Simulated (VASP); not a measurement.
# Y4Si7Pd8 (a cell with a defect) in VASP: notebook, part 2 of 2

VASP 6.6.1.

**4. Single point, PBEsol**

File INCAR:

```
SYSTEM = Y4Si7Pd8
  ALGO = Normal
  EDIFF = 1E-7
  ENCUT = 520
  GGA = PS
  ISIF = 2
  ISMEAR = -1
  LASPH = .TRUE.
  LCHARG = .TRUE.
  LELF = .TRUE.
  LREAL = Auto
  LVHAR = .TRUE.
  LWAVE = .FALSE.
  NBANDS = 91
  NELM = 60
  PREC = Accurate
  SIGMA = 0.05
```

File KPOINTS:

```
k-points
0
G
  2 2 3
  0 0 0
```

File POSCAR:

```
Y4Si7Pd8
1.0
    0.0000000000      8.2371240000      0.0000000000
    8.2371240000      0.0000000000      0.0000000000
    2.0592810000      2.0592810000     -4.9133200000
Y Pd Si
4 8 7
Direct
   -0.0051885179      0.0025900465      0.0011161496
   -0.0055521577      0.4942526285      0.0041702963
    0.5047937697      0.0045987987     -0.0016888784
    0.5027723605      0.4946344473      0.0011167602
    0.3705380758      0.1168161457      0.5152866086
    0.1289682819      0.3868385046      0.4803983864
    0.3670798078      0.6296839643      0.4930391263
    0.1298887082      0.8668779778      0.4929976065
    0.8763242749      0.1219405846      0.5015431521
    0.6221241644      0.3761338163      0.5015498685
    0.8870676234      0.6287797793      0.4803613443
    0.6170564308      0.8703586757      0.5152306383
    0.1915686244      0.1841524438      0.2436440126
    0.3059819686      0.3135168801      0.7611761497
    0.2326455642      0.7324764518      0.0732370373
    0.6880996590      0.1879222913      0.2401390506
    0.8098475612      0.3096598744      0.7636117737
    0.6843485529      0.6913724850      0.2436336327
    0.8137225094      0.8057907361      0.7611655663
```

Potentials or basis: VASP PAW PBE potentials, release 64 (Y_sv, Pd, Si).

Run with:

```bash
$ cat potpaw_PBE.64/Y_sv/POTCAR potpaw_PBE.64/Pd/POTCAR potpaw_PBE.64/Si/POTCAR > POTCAR
$ mpirun -np 1 vasp_std > vasp.out
```

OUTCAR:

```text
SYSTEM = Y4Si7Pd8
   EDIFF = 1E-7
   ENCUT = 520
   GGA = PS
   ISIF = 2
   ISMEAR = -1
   LASPH = .TRUE.
   LREAL = Auto
   NELM = 60
   PREC = Accurate

 ion  position               nearest neighbor table
   1  0.995  0.003  0.001-  15 2.98  17 3.09  16 3.10  19 3.13  13 3.15  18 3.15  11 3.15  14 3.15
                             9 3.17   5 3.18   9 3.18   8 3.22  12 3.26   8 3.30   6 3.31  13 3.72
   2  0.994  0.494  0.004-  15 3.00  17 3.09  16 3.11  19 3.11  14 3.11  11 3.14   6 3.14  18 3.18
                            13 3.18   9 3.19  10 3.19   7 3.22   8 3.22   6 3.24  11 3.24  17 3.73
   3  0.505  0.005  0.998-  15 2.97  16 3.08  17 3.09  18 3.11  13 3.11   5 3.17  12 3.17  14 3.18
                            19 3.18   9 3.18  10 3.18   8 3.19   7 3.19  12 3.23   5 3.23  16 3.73
   4  0.503  0.495  0.001-  15 2.98  17 3.09  16 3.10  14 3.13  18 3.15  13 3.15   6 3.15  19 3.15
                            10 3.17  12 3.18  10 3.18   7 3.22   5 3.26   7 3.30  11 3.31  18 3.72
   5  0.371  0.117  0.515-  13 2.43  14 2.45  16 2.46  12 2.87   8 2.92  10 2.94   6 2.99   3 3.17
                             1 3.18   3 3.23   4 3.26
   6  0.129  0.387  0.480-  13 2.45  14 2.46  17 2.47  11 2.82  15 2.83   7 2.84   9 2.96   5 2.99
                             2 3.14   4 3.15   2 3.24   1 3.31
   7  0.367  0.630  0.493-  18 2.43  14 2.44   8 2.76   6 2.84  15 2.85  12 2.92  10 2.96   3 3.19
                             4 3.22   2 3.22   4 3.30
[... 962 lines left out ...]
 [bands above 88 left out]

------------------------ aborting loop because EDIFF is reached ----------------------------------------

  FORCE on cell =-STRESS in cart. coord.  units (eV):
  Direction    XX          YY          ZZ          XY          YZ          ZX
  --------------------------------------------------------------------------------------
  -------------------------------------------------------------------------------------
  Total       -8.6510350     -8.6491325    -13.0284912     -0.0285930     -0.3498368     -0.3509116
  in kB      -41.5769278    -41.5677844    -62.6150091     -0.1374183     -1.6813179     -1.6864833
  external PRESSURE =     -48.5865738 kB  Pullay stress =       0.0000000 kB

 VOLUME and BASIS-vectors are now :
 -----------------------------------------------------------------------------
  energy-cutoff  :      520.00
  volume of cell :      333.37
      direct lattice vectors                 reciprocal lattice vectors
     0.000000000  8.237124000  0.000000000     0.000000000  0.121401596  0.050882092
     8.237124000  0.000000000  0.000000000     0.121401596  0.000000000  0.050882092
     2.059281000  2.059281000 -4.913320000     0.000000000  0.000000000 -0.203528368

 POSITION                                       TOTAL-FORCE (eV/Angst)
 -----------------------------------------------------------------------------------
      0.02363      8.19668     -0.00548         0.013714     -0.028379      0.040842
      4.07981      8.19998     -0.02049        -0.011205     -0.010942      0.071130
      2.09368      6.21385     -4.90502         0.038833      0.039342      0.018852
      4.07667      4.14370     -0.00549        -0.028259      0.013612      0.040730
      2.02335      4.11329     -2.53177         0.023180     -0.003970      0.063751
      4.17571      2.05160     -2.36035         0.047792     -0.014467      0.084516
[... 11 lines left out ...]
      6.19663      6.13877     -1.19705        -0.010112      0.029868      0.006462
      8.20485      8.27019     -3.73985         0.019949     -0.030282      0.013288
 -----------------------------------------------------------------------------------
    total drift:                               -0.004191     -0.003690     -0.011824

  FREE ENERGIE OF THE ION-ELECTRON SYSTEM (eV)
  ---------------------------------------------------
  free  energy   TOTEN  =      -132.3849940373 eV

  energy  without entropy=     -132.2952603391  energy(sigma->0) =     -132.34012719
```

stdout:

```text
POSCAR found type information on POSCAR Y PdSi
 POSCAR found :  3 types and      19 ions
 scaLAPACK will be used
 -----------------------------------------------------------------------------
|                                                                             |
|                                                                             |
|     You enforced a specific xc type in the INCAR file but a different       |
|     I HOPE YOU KNOW WHAT YOU ARE DOING!                                     |
|                                                                             |
 -----------------------------------------------------------------------------

 LDA part: xc-table for (Slater+PW92), standard interpolation
 POSCAR, INCAR and KPOINTS ok, starting setup
 FFT: planning ... GRIDC
 FFT: planning ... GRID_SOFT
 FFT: planning ... GRID
 WAVECAR not read
 entering main loop
```

It took 16 min on 1 thread of Intel Xeon 8259CL, shared host; peak memory 0.51 GiB.

What came out:

| Item | Value |
| --- | --- |
| Free energy | -132.3850 eV |
| Pressure | -4.9 GPa |
| Largest force | 0.912 eV/Å |
| Band gap on the k mesh | zero (bands 76 and 77 overlap by 0.53 eV) |

Forces on the atoms (eV/Å):
```
Y    0.014 -0.028  0.041
Y   -0.011 -0.011  0.071
Y    0.039  0.039  0.019
Y   -0.028  0.014  0.041
Pd   0.023 -0.004  0.064
Pd   0.048 -0.014  0.085
Pd  -0.089 -0.030  0.148
Pd  -0.030 -0.089  0.148
Pd   0.019  0.001  0.029
Pd   0.000  0.020  0.030
Pd  -0.016  0.046  0.083
Pd  -0.004  0.022  0.064
Si   0.029 -0.011  0.006
Si  -0.030  0.019  0.013
Si   0.033  0.034 -0.911
Si   0.015  0.015  0.014
Si  -0.022 -0.022  0.036
Si  -0.010  0.030  0.006
Si   0.020 -0.030  0.013
```

Caveat: the k points lie up to 0.43 Å⁻¹ apart, too coarse for converged energies and pressures of a metal; the PAW data sets were made with another functional, which shifts forces and pressure a little.

**5. The runs side by side**

| cell | gap on the mesh (eV) | pressure (GPa) | largest force (eV/Å) |
| --- | --- | --- | --- |
| as given, atomic positions A | none | -2.9 | 0.02 |
| as given, atomic positions B | none | -4.0 | 0.78 |
| as given, atomic positions C | none | -4.9 | 0.91 |

Alike in all rows: task single point; level PBEsol; potentials or basis VASP PAW PBE potentials, release 64 (Y_sv, Pd, Si); no spin polarisation; k mesh 2 × 2 × 3; cutoff (eV) 520; smearing fermi-dirac 0.05 eV.

Caveats: all runs use coarse meshes; the PAW data sets were made with another functional, which shifts forces and pressure a little.

Absolute energies hang on the potentials; compare differences alone.
